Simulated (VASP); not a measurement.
# Ga (Im-3m) in VASP: a series of runs, part 2 of 2

VASP 6.6.1. Earlier steps stand in the parts before.

## 4. Single point, HSE06

This run uses another cell than the first one, of 19.24 Å³/atom.

POSCAR reads:

```
Ga
1.0
   -1.6880551762      1.6880551762      1.6880551762
    1.6880551762     -1.6880551762      1.6880551762
    1.6880551762      1.6880551762     -1.6880551762
Ga
1
Direct
    0.0000000000      0.0000000000      0.0000000000
```

INCAR.step1 reads:

```
SYSTEM = Ga
PREC     = Accurate       ! precision mode
ENCUT    = 520            ! plane-wave cutoff, eV
EDIFF    = 1E-5           ! SCF threshold, eV
ISMEAR   = 0              ! smearing method
SIGMA    = 0.05           ! smearing width, eV
LREAL    = .False.        ! projectors in reciprocal space
LASPH    = .True.         ! aspherical terms in the spheres
NELM     = 60             ! most SCF steps
ALGO     = Normal         ! electronic algorithm
ISIF     = 2              ! what is computed and relaxed
LWAVE    = .True.         ! write WAVECAR
NBANDS   = 12             ! bands
GGA      = PE             ! functional
```

INCAR.step2 reads:

```
SYSTEM = Ga
PREC     = Accurate       ! precision mode
ENCUT    = 520            ! plane-wave cutoff, eV
EDIFF    = 1E-7           ! SCF threshold, eV
ISMEAR   = 0              ! smearing method
SIGMA    = 0.05           ! smearing width, eV
LREAL    = .False.        ! projectors in reciprocal space
LASPH    = .True.         ! aspherical terms in the spheres
NELM     = 60             ! most SCF steps
ALGO     = Normal         ! electronic algorithm
ISIF     = 2              ! what is computed and relaxed
LWAVE    = .False.        ! write WAVECAR
LCHARG   = .True.         ! write CHGCAR
GGA      = PE             ! functional
LHFCALC  = .True.         ! exact exchange
HFSCREEN = 0.2079         ! screening, 1/A
PRECFOCK = Normal       
LELF     = .True.         ! ELF
LVHAR    = .True.       
NBANDS   = 12             ! bands
ISTART   = 1
```

KPOINTS reads:

```
Automatic mesh
0
Gamma
  8 8 8
  0 0 0
```

Potentials or basis: VASP PAW PBE potentials, release 64 (Ga_d).

The run is started by

```bash
$ cat potpaw_PBE.64/Ga_d/POTCAR > POTCAR
$ cp INCAR.step1 INCAR
$ mpirun -np 1 vasp_std > vasp.out
$ cp INCAR.step2 INCAR
$ mpirun -np 1 vasp_std > vasp.out
```

OUTCAR:

```text
SYSTEM = Ga
   PREC = Accurate
   ENCUT = 520
   EDIFF = 1E-7
   ISMEAR = 0
   LREAL = .False.
   LASPH = .True.
   NELM = 60
   ISIF = 2
   GGA = PE
   LHFCALC = .True.
   HFSCREEN = 0.2079
   PRECFOCK = Normal
   ISTART = 1

 ion  position               nearest neighbor table
   1  0.000  0.000  0.000-

  LATTYP: Found a body centered cubic cell.
 ALAT       =     3.3761103524

  Lattice vectors:

 A1 = (  -1.6880551762,   1.6880551762,   1.6880551762)
 A2 = (   1.6880551762,  -1.6880551762,   1.6880551762)
 A3 = (   1.6880551762,   1.6880551762,  -1.6880551762)

Analysis of symmetry for initial positions (statically):
=====================================================================
 Subroutine PRICEL returns:
 Original cell was already a primitive cell.

 Routine SETGRP: Setting up the symmetry group for a
 body centered cubic supercell.

 Subroutine GETGRP returns: Found 48 space group operations
 (whereof 48 operations were pure point group operations)
 out of a pool of 48 trial point group operations.

The static configuration has the point symmetry O_h .

[... 175 lines left out ...]
  band No.  band energies     occupation
      1     -12.4487      2.00000
      2     -12.4487      2.00000
      3     -12.4487      2.00000
      4     -12.2745      2.00000
      5     -12.2745      2.00000
      6      -6.9477      2.00000
      7      18.9114      0.00000
      8      18.9114      0.00000
      9      18.9114      0.00000
     10      23.2572      0.00000
     11      23.2572      0.00000
     12      23.2572      0.00000
[... 331 lines left out ...]
 k-point    24 :      -0.3750    0.3750    0.2500
  band No.  band energies     occupation
      1     -12.4461      2.00000
      2     -12.3874      2.00000
      3     -12.3555      2.00000
      4     -12.3008      2.00000
      5     -12.2227      2.00000
      6      -0.7554      2.00000
      7       6.8598      0.00000
      8       9.6926      0.00000
      9      11.5890      0.00000
     10      14.9792      0.00000
     11      21.4659      0.00000
     12      24.6043      0.00000

 [... further k-points ...]

------------------------ aborting loop because EDIFF is reached ----------------------------------------

  FORCE on cell =-STRESS in cart. coord.  units (eV):
  Direction    XX          YY          ZZ          XY          YZ          ZX
  --------------------------------------------------------------------------------------
  -------------------------------------------------------------------------------------
  Total       -0.0991017     -0.0991017     -0.0991017     -0.0000000      0.0000000     -0.0000000
  in kB       -8.2522383     -8.2522383     -8.2522383     -0.0000000      0.0000000     -0.0000000
  external PRESSURE =      -8.2522383 kB  Pullay stress =       0.0000000 kB

 VOLUME and BASIS-vectors are now :
 -----------------------------------------------------------------------------
  energy-cutoff  :      520.00
  volume of cell :       19.24
      direct lattice vectors                 reciprocal lattice vectors
    -1.688055176  1.688055176  1.688055176     0.000000000  0.296198849  0.296198849
     1.688055176 -1.688055176  1.688055176     0.296198849  0.000000000  0.296198849
     1.688055176  1.688055176 -1.688055176     0.296198849  0.296198849  0.000000000

 POSITION                                       TOTAL-FORCE (eV/Angst)
 -----------------------------------------------------------------------------------
      0.00000      0.00000      0.00000         0.000000      0.000000     -0.000000
 -----------------------------------------------------------------------------------
    total drift:                               -0.000000      0.000002      0.000005

  FREE ENERGIE OF THE ION-ELECTRON SYSTEM (eV)
  ---------------------------------------------------
  free  energy   TOTEN  =        -3.2022972189 eV

  energy  without entropy=       -3.1997240824  energy(sigma->0) =       -3.20101065
```

OSZICAR.step1:

```text
N       E                     dE             d eps       ncg     rms          rms(c)
DAV:   1     0.475035302964E+02    0.47504E+02   -0.68101E+03   728   0.184E+03
DAV:   2    -0.451505571185E+00   -0.47955E+02   -0.46354E+02   728   0.275E+02
DAV:   3    -0.283620844230E+01   -0.23847E+01   -0.23798E+01   796   0.477E+01
DAV:   4    -0.285771607808E+01   -0.21508E-01   -0.21504E-01   856   0.494E+00
DAV:   5    -0.285793344036E+01   -0.21736E-03   -0.21736E-03   784   0.457E-01    0.783E-01
DAV:   6    -0.283716928401E+01    0.20764E-01   -0.32074E-02   860   0.353E+00    0.396E-01
DAV:   7    -0.283227617050E+01    0.48931E-02   -0.64480E-03  1076   0.129E+00    0.108E-01
DAV:   8    -0.283174126629E+01    0.53490E-03   -0.56791E-04   924   0.422E-01    0.741E-03
DAV:   9    -0.283174442460E+01   -0.31583E-05   -0.46829E-06   584   0.333E-02
   1 F= -.28317444E+01 E0= -.28303711E+01  d E =-.274668E-02
```

Run time: 85 min. Hardware: 1 thread of Oxide Virtual Turin-like, shared host; peak memory 0.22 GiB.

Results:

* Free energy: -3.2023 eV
* Pressure: -0.8 GPa
* Band gap on the k mesh: zero (an odd number of electrons rules out a gap without spin polarisation)

Caveat: the PAW data sets were made with another functional, which shifts forces and pressure a little.

## 5. Overview

```csv
cell,gap on the mesh (eV),pressure (GPa)
"a = 2.905 Å, angles 109.5°, 1 atom",none,0.3
"a = 2.917 Å, angles 109.5°, 1 atom",none,-0.4
"a = 2.924 Å, angles 109.5°, 1 atom",none,-0.8
```

Alike in all rows: task single point; level HSE06; potentials or basis VASP PAW PBE potentials, release 64 (Ga_d); no spin polarisation; k mesh 8 × 8 × 8; cutoff (eV) 520; smearing gaussian 0.05 eV.

Caveats: the PAW data sets were made with another functional, which shifts forces and pressure a little.

Total energies depend on the potentials used, so only differences within one code and one set of settings carry meaning.
